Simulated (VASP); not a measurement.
# Ir (Fm-3m) in VASP: notebook

The runs below take Ir through single point, with PBE.

All numbers are computed with VASP 6.6.1; they aren't measurements. Logs are shortened: lines on timing, memory, paths and dates and some standing lists are left out, and cuts for length are marked.

**1. The cell of the first run**

Symmetry: Fm-3m, No. 225, cubic system. The conventional cell has a = 3.876 Å, b = 3.876 Å, c = 3.876 Å, α = 90.00°, β = 90.00°, γ = 90.00°. Within 3.6 Å of Ir (site symmetry m-3m) lie 12 Ir at 2.74 Å.

**2. Single point, PBE**

Contents of INCAR:

```
SYSTEM = Ir
PREC = Accurate ; ENCUT = 520
EDIFF = 1E-6 ; ISMEAR = 0
SIGMA = 0.05 ; LREAL = .False.
LASPH = .True. ; NELM = 60
ALGO = Normal ; ISIF = 2
LWAVE = .False. ; LCHARG = .True.
GGA = PE ; LELF = .True.
LVHAR = .True. ; NBANDS = 10
```

Contents of KPOINTS:

```
Automatic mesh
0
Gamma
  8 8 8
  0 0 0
```

Contents of POSCAR:

```
Ir
1.0
    0.0000000000      1.9379620156      1.9379620156
    1.9379620156      0.0000000000      1.9379620156
    1.9379620156      1.9379620156      0.0000000000
Ir
1
Direct
    0.0000000000      0.0000000000      0.0000000000
```

Potentials or basis: VASP PAW PBE potentials, release 64 (Ir).

The run is started by

```bash
$ cat potpaw_PBE.64/Ir/POTCAR > POTCAR
$ mpirun -np 1 vasp_std > vasp.out
```

OUTCAR:

```text
SYSTEM = Ir
   PREC = Accurate
   ENCUT = 520
   EDIFF = 1E-6
   ISMEAR = 0
   LREAL = .False.
   LASPH = .True.
   NELM = 60
   ISIF = 2
   GGA = PE

 ion  position               nearest neighbor table
   1  0.000  0.000  0.000-

  LATTYP: Found a face centered cubic cell.
 ALAT       =     3.8759240312

  Lattice vectors:

 A1 = (   0.0000000000,   1.9379620156,   1.9379620156)
 A2 = (   1.9379620156,   0.0000000000,   1.9379620156)
 A3 = (   1.9379620156,   1.9379620156,   0.0000000000)

Analysis of symmetry for initial positions (statically):
=====================================================================
 Subroutine PRICEL returns:
 Original cell was already a primitive cell.

 Routine SETGRP: Setting up the symmetry group for a
 face centered cubic supercell.

 Subroutine GETGRP returns: Found 48 space group operations
 (whereof 48 operations were pure point group operations)
 out of a pool of 48 trial point group operations.

The static configuration has the point symmetry O_h .

Analysis of symmetry for dynamics (positions and initial velocities):
=====================================================================
 Subroutine PRICEL returns:
 Original cell was already a primitive cell.

 Routine SETGRP: Setting up the symmetry group for a
 face centered cubic supercell.

 Subroutine GETGRP returns: Found 48 space group operations
 (whereof 48 operations were pure point group operations)
 out of a pool of 48 trial point group operations.

The dynamic configuration has the point symmetry O_h .

 Subroutine INISYM returns: Found 48 space group operations
 (whereof 48 operations are pure point group operations),
 and found     1 'primitive' translations

----------------------------------------------------------------------------------------

                                     Primitive cell

  volume of cell :      14.5568

  direct lattice vectors                    reciprocal lattice vectors
     0.000000000  1.937962016  1.937962016    -0.258002993  0.258002993  0.258002993
     1.937962016  0.000000000  1.937962016     0.258002993 -0.258002993  0.258002993
     1.937962016  1.937962016  0.000000000     0.258002993  0.258002993 -0.258002993

  length of vectors
     2.740692166  2.740692166  2.740692166     0.446874292  0.446874292  0.446874292

  position of ions in fractional coordinates (direct lattice)
     0.000000000  0.000000000  0.000000000

[... 79 lines left out ...]
   IBRION =     -1    ionic relax: 0-MD 1-quasi-New 2-CG
   NFREE  =      0    steps in history (QN), initial steepest desc. (CG)
   ISIF   =      2    stress and relaxation
   ISYM   =      2    0-nonsym 1-usesym 2-fastsym
   POTIM  = 0.5000    time-step for ionic-motion
   TEBEG  =    0.0;   TEEND  =   0.0 temperature during run
   PSTRESS=    0.0 pullay stress
   NELECT =       9.0000    total number of electrons
   NUPDOWN=      -1.0000    fix difference up-down
   EMIN   =  10.00;   EMAX   =-10.00  energy-range for DOS
   EFERMI =   0.00;   METHOD = LEGACY
   ISMEAR =     0;   SIGMA  =   0.05  broadening in eV -4-tet -1-fermi 0-gaus
   EFERMI_NEDOS =   21; number of points for ismear=-14 and -15
   IALGO  =     38    algorithm
   IMIX   =      4    mixing-type and parameters
     AMIX     =   0.40;   BMIX     =  1.00
     AMIX_MAG =   1.60;   BMIX_MAG =  1.00
  volume/ion in A,a.u.               =      14.56        98.23
  Fermi-wavevector in a.u.,A,eV,Ry     =   1.394656  2.635518 26.464218  1.945065
  Thomas-Fermi vector in A             =   2.518184
   LORBIT       =      0    0 simple, 1 ext, 2 COOP (PROOUT), +10 PAW based schemes
   GGA     = PE    functional components
   LHFCALC =     F    Hartree Fock is set to
   AEXX    =    0.0000 exact exchange contribution
   IVDW    =     0    specifies the selected vdW correction
   LEPSILON=     F    determine dielectric tensor
   LRPA    =     F    only Hartree local field effects (RPA)
 non-spin polarized calculation
 Gauss-broadening in eV      SIGMA  =   0.05
  energy-cutoff  :      520.00
  volume of cell :       14.56
 maximum number of plane-waves:       399
   NGX = 11   NGY = 11   NGZ = 11

 number of electron       9.0000000 magnetization

 Free energy of the ion-electron system (eV)
  ---------------------------------------------------
  ext. energy  EPLUGINS =         0.00000000
  ---------------------------------------------------
  free energy    TOTEN  =        -8.77884097 eV

  energy without entropy =       -8.77678574  energy(sigma->0) =       -8.77781335

 E-fermi :   9.9724     XC(G=0): -13.8171

 val. band max:        9.9259567866   @ k =  -0.3750   0.1250   0.0000
 cond. band min:       9.9894708077   @ k =  -0.3750   0.2500   0.0000
 fundamental gap:      0.0635140211
 Fermi energy:         9.9723512208

 k-point     1 :       0.0000    0.0000    0.0000
  band No.  band energies     occupation
      1      -0.8971      2.00000
      2       6.1985      2.00000
      3       6.1985      2.00000
      4       6.1985      2.00000
      5       8.7797      2.00000
      6       8.7797      2.00000
      7      24.2790      0.00000
      8      29.7199      0.00000
      9      29.7199      0.00000
     10      29.7199      0.00000
[... 287 lines left out ...]
 k-point    24 :      -0.3750    0.2500    0.1250
  band No.  band energies     occupation
      1       3.5434      2.00000
      2       4.9207      2.00000
      3       6.4542      2.00000
      4       7.4593      2.00000
      5      10.4690      0.00000
      6      14.9564      0.00000
      7      16.3581      0.00000
      8      25.4751      0.00000
      9      25.4752      0.00000
     10      29.5016      0.00000

 [... further k-points ...]

------------------------ aborting loop because EDIFF is reached ----------------------------------------

  FORCE on cell =-STRESS in cart. coord.  units (eV):
  Direction    XX          YY          ZZ          XY          YZ          ZX
  --------------------------------------------------------------------------------------
  -------------------------------------------------------------------------------------
  Total        0.0324842      0.0324842      0.0324842      0.0000000     -0.0000000      0.0000000
  in kB        3.5753348      3.5753348      3.5753348      0.0000000     -0.0000000      0.0000000
  external PRESSURE =       3.5753348 kB  Pullay stress =       0.0000000 kB

 VOLUME and BASIS-vectors are now :
 -----------------------------------------------------------------------------
  energy-cutoff  :      520.00
  volume of cell :       14.56
      direct lattice vectors                 reciprocal lattice vectors
     0.000000000  1.937962016  1.937962016    -0.258002993  0.258002993  0.258002993
     1.937962016  0.000000000  1.937962016     0.258002993 -0.258002993  0.258002993
     1.937962016  1.937962016  0.000000000     0.258002993  0.258002993 -0.258002993

 POSITION                                       TOTAL-FORCE (eV/Angst)
 -----------------------------------------------------------------------------------
      0.00000      0.00000      0.00000         0.000000     -0.000000      0.000000
 -----------------------------------------------------------------------------------
    total drift:                                0.000000     -0.000000     -0.000000

  FREE ENERGIE OF THE ION-ELECTRON SYSTEM (eV)
  ---------------------------------------------------
  free  energy   TOTEN  =        -8.7788409679 eV

  energy  without entropy=       -8.7767857366  energy(sigma->0) =       -8.77781335
```

Wall time 3.8 s (1 thread of Intel Xeon Platinum 8375C at 2.90GHz (Ice Lake), shared host); peak memory 0.12 GiB.

What came out:

```
Free energy : -8.7788 eV
Pressure    : 0.4 GPa
```

Levels at points of the mesh, in eV from the Fermi level:
| k point | band 2 | band 3 | band 4 | band 5 | band 6 | band 7 |
| --- | --- | --- | --- | --- | --- | --- |
| (0.00, 0.00, 0.00) | -3.77 | -3.77 | -3.77 | -1.19 | -1.19 | 14.31 |
| (0.50, 0.00, 0.00) | -3.86 | -3.86 | -0.74 | 0.80 | 0.80 | 6.92 |
| (0.50, 0.50, 0.00) | -7.09 | 0.77 | 1.34 | 1.34 | 1.64 | 10.08 |

Caveat: spin-orbit coupling is left out, which moves the levels of the heavy elements.

**3. Single point, PBE**

This run uses another cell than the first one, of 14.16 Å³/atom, 0.972 times its volume.

Contents of INCAR:

```
PREC     = Accurate       # precision mode
ENCUT    = 520            # plane-wave cutoff, eV
EDIFF    = 1E-7           # SCF threshold, eV
ISMEAR   = 0              # smearing method
SIGMA    = 0.05           # smearing width, eV
LREAL    = False          # projectors in reciprocal space
LASPH    = True           # aspherical terms in the spheres
NELM     = 80             # most SCF steps
ALGO     = Normal         # electronic algorithm
ISIF     = 2              # what is computed and relaxed
LWAVE    = False          # write WAVECAR
LCHARG   = True           # write CHGCAR
GGA      = PE             # functional
LELF     = True           # ELF
LVHAR    = True         
NBANDS   = 10             # bands
```

Contents of KPOINTS:

```
Automatic mesh
0
Gamma
  8 8 8
```

Contents of POSCAR:

```
Ir
1.0
    0.0000000000      1.9200000000      1.9200000000
    1.9200000000      0.0000000000      1.9200000000
    1.9200000000      1.9200000000      0.0000000000
Ir
1
Direct
    0.0000000000      0.0000000000      0.0000000000
```

Potentials or basis: VASP PAW PBE potentials, release 64 (Ir).

The run is started by

```bash
$ cat potpaw_PBE.64/Ir/POTCAR > POTCAR
$ mpirun -np 1 vasp_std > vasp.out
```

Run time: 7.1 s. Hardware: 1 thread of Intel Xeon 8259CL, shared host; peak memory 0.13 GiB.

The run converged. Its results:

```yaml
Free_energy: -8.7650 eV
Pressure: 10.8 GPa
```

Levels at points of the mesh, in eV from the Fermi level:
| k point | band 2 | band 3 | band 4 | band 5 | band 6 | band 7 |
| --- | --- | --- | --- | --- | --- | --- |
| (0.00, 0.00, 0.00) | -3.94 | -3.94 | -3.94 | -1.24 | -1.24 | 14.25 |
| (0.50, 0.00, 0.00) | -4.04 | -4.04 | -0.82 | 0.84 | 0.84 | 7.20 |
| (0.50, 0.50, 0.00) | -7.40 | 0.82 | 1.42 | 1.42 | 1.63 | 10.45 |

Caveat: spin-orbit coupling is left out, which moves the levels of the heavy elements.

**4. Single point, PBE**

Contents of INCAR:

```
SYSTEM = Ir
PREC = Accurate ; ENCUT = 520
EDIFF = 1E-6 ; ISMEAR = 0
SIGMA = 0.05 ; LREAL = .False.
LASPH = .True. ; NELM = 60
ALGO = Normal ; ISIF = 2
LWAVE = .False. ; LCHARG = .True.
GGA = PE ; LELF = .True.
LVHAR = .True. ; NBANDS = 10
```

Contents of KPOINTS:

```
Automatic mesh
0
Gamma
  8 8 8
  0 0 0
```

Contents of POSCAR:

```
Ir
1.0
    0.0000000000      1.9379620172      1.9379620172
    1.9379620172      0.0000000000      1.9379620172
    1.9379620172      1.9379620172      0.0000000000
Ir
1
Direct
    0.0000000000      0.0000000000      0.0000000000
```

Potentials or basis: VASP PAW PBE potentials, release 64 (Ir).

The run is started by

```bash
$ cat potpaw_PBE.64/Ir/POTCAR > POTCAR
$ mpirun -np 1 vasp_std > vasp.out
```

OUTCAR:

```text
SYSTEM = Ir
   PREC = Accurate
   ENCUT = 520
   EDIFF = 1E-6
   ISMEAR = 0
   LREAL = .False.
   LASPH = .True.
   NELM = 60
   ISIF = 2
   GGA = PE

 ion  position               nearest neighbor table
   1  0.000  0.000  0.000-

  LATTYP: Found a face centered cubic cell.
 ALAT       =     3.8759240344

  Lattice vectors:

 A1 = (   0.0000000000,   1.9379620172,   1.9379620172)
 A2 = (   1.9379620172,   0.0000000000,   1.9379620172)
 A3 = (   1.9379620172,   1.9379620172,   0.0000000000)

Analysis of symmetry for initial positions (statically):
[... 482 lines left out ...]
      4       7.4593      2.00000
      5      10.4690      0.00000
      6      14.9564      0.00000
      7      16.3581      0.00000
      8      25.4751      0.00000
      9      25.4752      0.00000
     10      29.5016      0.00000

 [... further k-points ...]
[... 5 lines left out ...]
  --------------------------------------------------------------------------------------
  -------------------------------------------------------------------------------------
  Total        0.0324841      0.0324841      0.0324841      0.0000000     -0.0000000      0.0000000
  in kB        3.5753243      3.5753243      3.5753243      0.0000000     -0.0000000      0.0000000
  external PRESSURE =       3.5753243 kB  Pullay stress =       0.0000000 kB

 VOLUME and BASIS-vectors are now :
 -----------------------------------------------------------------------------
  energy-cutoff  :      520.00
  volume of cell :       14.56
      direct lattice vectors                 reciprocal lattice vectors
     0.000000000  1.937962017  1.937962017    -0.258002993  0.258002993  0.258002993
     1.937962017  0.000000000  1.937962017     0.258002993 -0.258002993  0.258002993
     1.937962017  1.937962017  0.000000000     0.258002993  0.258002993 -0.258002993

 POSITION                                       TOTAL-FORCE (eV/Angst)
 -----------------------------------------------------------------------------------
      0.00000      0.00000      0.00000         0.000000     -0.000000     -0.000000
 -----------------------------------------------------------------------------------
    total drift:                                0.000000      0.000000      0.000000

  FREE ENERGIE OF THE ION-ELECTRON SYSTEM (eV)
  ---------------------------------------------------
  free  energy   TOTEN  =        -8.7788409684 eV

  energy  without entropy=       -8.7767857370  energy(sigma->0) =       -8.77781335
```

OSZICAR:

```text
N       E                     dE             d eps       ncg     rms          rms(c)
DAV:   1     0.524663530549E+02    0.52466E+02   -0.43914E+03   580   0.817E+02
DAV:   2    -0.839019533263E+01   -0.60857E+02   -0.58072E+02   594   0.199E+02
DAV:   3    -0.933606199159E+01   -0.94587E+00   -0.92628E+00   664   0.311E+01
DAV:   4    -0.934471149473E+01   -0.86495E-02   -0.86479E-02   642   0.278E+00
DAV:   5    -0.934488451137E+01   -0.17302E-03   -0.17302E-03   652   0.389E-01    0.143E+01
DAV:   6    -0.886528131625E+01    0.47960E+00   -0.86638E-01   646   0.113E+01    0.581E+00
DAV:   7    -0.878463859056E+01    0.80643E-01   -0.25385E-01   692   0.565E+00    0.156E+00
DAV:   8    -0.878049087191E+01    0.41477E-02   -0.24311E-03   640   0.564E-01    0.803E-01
DAV:   9    -0.877883319960E+01    0.16577E-02   -0.13160E-03   656   0.500E-01    0.160E-02
DAV:  10    -0.877884115569E+01   -0.79561E-05   -0.71514E-06   744   0.231E-02    0.189E-02
DAV:  11    -0.877884096839E+01    0.18730E-06   -0.44053E-07   390   0.853E-03
   1 F= -.87788410E+01 E0= -.87778134E+01  d E =-.205523E-02
```

Run time: 4.9 s. Hardware: 1 thread of Intel Xeon 8259CL, shared host; peak memory 0.12 GiB.

What came out:

* Free energy: -8.7788 eV
* Pressure: 0.4 GPa

Caveat: spin-orbit coupling is left out, which moves the levels of the heavy elements.
